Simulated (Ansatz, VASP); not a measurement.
## One calculation of Ga3Se, two programs

File INCAR:

```
  PREC = Accurate
  ENCUT = 520
  EDIFF = 1E-7
  ISMEAR = -1
  SIGMA = 0.05
  LREAL = F
  LASPH = T
  NELM = 60
  ALGO = Normal
  ISIF = 2
  LWAVE = F
  LCHARG = F
  GGA = PE
  NBANDS = 30
```

File KPOINTS:

```
regular mesh
0
Gamma
  6 6 6
```

POSCAR

```
Ga3Se
1.0
    4.5193981489      0.0000000000      0.0000000000
    0.0000000000      4.5193981489      0.0000000000
    0.0000000000      0.0000000000      4.5193981489
Se Ga
1 3
Direct
    0.0000000000      0.0000000000      0.0000000000
    0.5000000000      0.5000000000      0.0000000000
    0.5000000000      0.0000000000      0.5000000000
    0.0000000000      0.5000000000      0.5000000000
```

Contents of input.yaml:

```yaml
crystal:
  lattice:
    - [4.5193981489, 0.0, 0.0]
    - [0.0, 4.5193981489, 0.0]
    - [0.0, 0.0, 4.5193981489]
  atoms:
    - { symbol: Se, position: [0.0, 0.0, 0.0] }
    - { symbol: Ga, position: [0.5, 0.5, 0.0] }
    - { symbol: Ga, position: [0.5, 0.0, 0.5] }
    - { symbol: Ga, position: [0.0, 0.5, 0.5] }
hamiltonian:
  xc: pbe
  pseudopotentials: { kind: paw }
kpoints:
  mp_grid: { grid: [6, 6, 6] }
scf:
  occupations: { method: fermi_dirac, width: 0.05 }
output:
  forces: true
  stress: true
  eigenvalues: true
  write_density: true
  write_potential: true
  elf: true
  volumetric_format: npy
```

Alike in both runs: task single point; functional PBE; k mesh 6 × 6 × 6; occupations fermi-dirac, width 0.05 eV; no spin polarisation.

```csv
,VASP,Ansatz
version,VASP 6.6.1,Ansatz 0.2.0
potentials or method,"VASP PAW PBE potentials, release 64 (Se, Ga_d)",Ansatz PAW
plane-wave cutoff (eV),520,420
valence electrons in the cell,45,55
```

```tsv
	VASP	Ansatz	Ansatz less VASP
gap on the k mesh at the Fermi level (eV)	none	none	-
pressure (GPa)	-2.4	-2.4	-0.05
```

A gap of «none» marks a metal or a gap that the smearing closes. VASP's potentials hold 45 valence electrons a cell and Ansatz's 55, so a difference there can come from the potentials and not from the codes.
